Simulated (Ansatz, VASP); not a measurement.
**One calculation of Te2Mo, two programs**

```
Te Mo
1.0
     3.49712    0.00000    0.00000
    -1.74856    3.02859    0.00000
     0.00000    0.00000   13.71004
Te Mo
4 2
Direct
  0.33333 0.66667 0.11740
  0.66667 0.33333 0.53439
  0.66667 0.33333 0.88260
  0.33333 0.66667 0.38246
  0.33333 0.66667 0.75007
  0.66667 0.33333 0.24993
```

Alike in both runs: task single point; functional PBE; dispersion D3(BJ); k mesh 9 × 9 × 2; occupations gaussian, width 0.05 eV; no spin polarisation.

|  | VASP | Ansatz |
| --- | --- | --- |
| version | VASP 6.6.1 | Ansatz 0.2.0 |
| potentials or method | VASP PAW PBE potentials, release 64 (Te, Mo_sv), cutoff 520 eV | scalar-relativistic, plane waves, PAW |
| valence electrons in the cell | 52 | 92 |

Ansatz gave:

- gap on the k mesh at the Fermi level (eV): none
- pressure (GPa): -0.9
- traceless stress, the component that is largest in VASP (GPa): 0.56
- rms of the force components (eV/Å): 1.377

Question: Estimate VASP's values.

Answer: gap on the k mesh at the Fermi level (eV): none; pressure (GPa): -0.9; traceless stress, the component that is largest in VASP (GPa): 0.61; rms of the force components (eV/Å): 1.379.

Atom by atom the forces differ by 0.004 eV/Å (rms over components). A gap of «none» marks a metal or a gap that the smearing closes. VASP's potentials hold 52 valence electrons a cell and Ansatz's 92, so a difference there can come from the potentials and not from the codes.

Neither program's run includes spin-orbit coupling.
